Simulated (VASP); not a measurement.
Crystal: ZnS (Wurtzite-2H).

```
Zn S
1.0
     3.81100    0.00000    0.00000
    -1.90550    3.30042    0.00000
     0.00000    0.00000    6.23400
Zn S
2 2
Direct
  0.33333 0.66667 0.00000
  0.66667 0.33333 0.50000
  0.33333 0.66667 0.38500
  0.66667 0.33333 0.88500
```

```yaml
Program: VASP 6.6.1
Task: relaxation of cell and atoms
Functional: LDA
Potentials_or_basis: VASP PAW LDA potentials, release 64 (Zn, S)
Cutoff: 600 eV
k_mesh: 12 × 12 × 4
Occupations: fermi-dirac, width 0.02 eV
Spin: no spin polarisation
```

At the start: pressure -3.7 GPa; volume 19.60 Å³/atom.

Where does the relaxation end?

Over 12 steps the energy falls by 17.1 meV/atom and the volume is 18.64 Å³/atom (-4.9 %); space group P6_3mc (No. 186, to 0.05 Å).

The path:
| step | energy change (eV) | largest force (eV/Å) | pressure (GPa) | volume (Å³) |
| --- | --- | --- | --- | --- |
| 1 | 0.0000 | 0.2979 | -3.73 | 78.41 |
| 2 | -0.0556 | 0.1575 | 1.37 | 73.34 |
| 3 | -0.0593 | 0.1954 | 0.42 | 74.25 |
| 4 | -0.0646 | 0.0586 | 0.23 | 74.43 |
| 5 | -0.0649 | 0.0149 | 0.14 | 74.48 |
| 6 | -0.0675 | 0.0115 | -0.22 | 74.73 |
| 7 | -0.0679 | 0.0090 | -0.35 | 74.86 |
| 8 | -0.0683 | 0.0148 | 0.29 | 74.42 |
| 9 | -0.0684 | 0.0129 | 0.06 | 74.55 |
| 10 | -0.0684 | 0.0128 | -0.03 | 74.57 |
| 11 | -0.0684 | 0.0125 | 0.02 | 74.56 |
| 12 | -0.0684 | 0.0047 | 0.00 | 74.56 |

Final structure:
```xyz
4
Lattice="3.7428 0.0000 0.0000 -1.8714 3.2414 0.0000 0.0000 0.0000 6.1458" Properties=species:S:1:pos:R:3 pbc="T T T"
Zn    0.0000    2.1609    0.0336
Zn    1.8714    1.0805    3.1065
S     0.0000    2.1609    2.3326
S     1.8714    1.0805    5.4055
```
